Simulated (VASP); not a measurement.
**Ir: single point with PBE**

Ir:

```xyz
1
Lattice="0.0000 1.8798 2.0837 1.8798 0.0000 2.0837 1.8798 1.8798 0.0000" Properties=species:S:1:pos:R:3 pbc="T T T"
Ir    0.0000    0.0000    0.0000
```

```
Program                : VASP 6.6.1
Task                   : single point
Functional             : PBE
Potentials or basis    : VASP PAW PBE potentials, release 64 (Ir)
Cutoff                 : 520 eV
k mesh                 : 22 × 22 × 22
Occupations            : gaussian, width 0.15 eV
Spin                   : no spin polarisation
Dipole correction      : no
Further INCAR settings : ALGO = Normal; EDIFF = 1e-06; NBANDS = 10
```

| Property | Result |
| --- | --- |
| Pressure | -2.2 GPa |
| Band gap on the k mesh | zero (an odd number of electrons rules out a gap without spin polarisation) |

Stress tensor (GPa, compression positive):
```
  9.37   0.00   0.00
  0.00   9.37   0.00
  0.00   0.00 -25.30
```

Levels at points of the mesh, in eV from the Fermi level:
| k point | band 1 | band 2 | band 3 | band 4 | band 5 | band 6 | band 7 | band 8 | band 9 |
| --- | --- | --- | --- | --- | --- | --- | --- | --- | --- |
| (0.00, 0.00, 0.00) | -10.65 | -4.46 | -3.09 | -3.09 | -2.04 | -0.26 | 14.62 | 17.92 | 20.81 |
| (0.50, 0.00, 0.00) | -7.63 | -4.33 | -3.03 | -0.58 | 0.57 | 1.13 | 7.02 | 13.70 | 18.97 |
| (0.50, 0.50, 0.00) | -7.53 | -6.85 | 0.45 | 1.00 | 1.31 | 1.31 | 8.25 | 12.85 | 12.85 |
| (0.50, 0.00, 0.50) | -7.38 | -6.81 | 0.63 | 0.71 | 2.12 | 2.49 | 10.57 | 11.02 | 11.52 |

Wall time 31 s on 1 thread of Intel(R) Xeon(R) 6975P-C (Granite Rapids) (shared host), peak memory 0.25 GiB.

Caveat: the stress differs along the axes, from -25 to 9 GPa; spin-orbit coupling is left out, which moves the levels of the heavy elements.
